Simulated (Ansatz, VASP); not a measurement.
## One calculation of MnS, two programs

The input INCAR:

```
PREC     = Accurate       # precision mode
ENCUT    = 520            # plane-wave cutoff, eV
EDIFF    = 1E-6           # SCF threshold, eV
ISMEAR   = -1             # smearing method
SIGMA    = 0.05           # smearing width, eV
LREAL    = F              # projectors in reciprocal space
LASPH    = T              # aspherical terms in the spheres
NELM     = 150            # most SCF steps
ALGO     = Normal         # electronic algorithm
ISIF     = 2              # what is computed and relaxed
LWAVE    = F              # write WAVECAR
LCHARG   = F              # write CHGCAR
ISPIN    = 2              # spin polarisation
MAGMOM   = 4 4 0 0        # initial moments
LORBIT   = 11             # projections on sites
NUPDOWN  = 8.0            # fixed moment
LMAXMIX  = 4              # l up to which the mixer works
GGA      = PE             # functional
NBANDS   = 31             # bands
```

The input KPOINTS:

```
Automatic mesh
0
Gamma
  7 7 4
```

The input POSCAR:

```
MnS
1.0
    3.9535769233      0.0000000000      0.0000000000
   -1.9767884617      3.4238980514      0.0000000000
    0.0000000000      0.0000000000      6.3425288600
Mn S
2 2
Direct
    0.6666666667      0.3333333333      0.4988446700
    0.3333333333      0.6666666667      0.9988446700
    0.3333333333      0.6666666667      0.6261543000
    0.6666666667      0.3333333333      0.1261543000
```

The input input.yaml:

```yaml
crystal:
  lattice:
    - [3.9535769233, 0.0, 0.0]
    - [-1.9767884617, 3.4238980514, 0.0]
    - [0.0, 0.0, 6.34252886]
  atoms:
    - { symbol: Mn, position: [0.6666666667, 0.3333333333, 0.49884467], spin: 4.0 }
    - { symbol: Mn, position: [0.3333333333, 0.6666666667, 0.99884467], spin: 4.0 }
    - { symbol: S, position: [0.3333333333, 0.6666666667, 0.6261543] }
    - { symbol: S, position: [0.6666666667, 0.3333333333, 0.1261543] }
hamiltonian:
  xc: pbe
  pseudopotentials: { kind: paw }
magnetization:
  spin_polarized: true
  initial_magnetization: 8.0
  spin_locking: { lock_magnetization: hard }
kpoints:
  mp_grid: { grid: [7, 7, 4] }
scf:
  occupations: { method: fermi_dirac, width: 0.05 }
  lower_state_search: "off"
output:
  forces: true
  stress: true
  eigenvalues: true
  write_density: true
  write_potential: true
  elf: true
  volumetric_format: npy
```

Alike in both runs: task single point; functional PBE; k mesh 7 × 7 × 4; occupations fermi-dirac, width 0.05 eV; collinear spin; fixed moment 8 μB.

```csv
,VASP,Ansatz
version,VASP 6.6.1,Ansatz 0.2.0
potentials or method,"VASP PAW PBE potentials, release 64 (Mn_pv, S)",Ansatz PAW
plane-wave cutoff (eV),520,420
valence electrons in the cell,38,42
```

```tsv
	VASP	Ansatz	Ansatz less VASP
pressure (GPa)	-4.8	-4.8	-0.07
traceless stress, the component that is largest in VASP (GPa)	1.63	1.63	+0.007
rms of the force components (eV/Å)	0.072	0.071	-0.0015
net moment per atom (μB)	2.00	2.00	0.000
size of the moment on the site where the two differ most (μB)	3.71	3.53	-0.180
```

Site moments also hang on the region over which each program counts them. Atom by atom the forces differ by 0.001 eV/Å (rms over components). The functional is the same, so the differences come from potentials, cutoffs and numerics. VASP's potentials hold 38 valence electrons a cell and Ansatz's 42, so a difference there can come from the potentials and not from the codes.
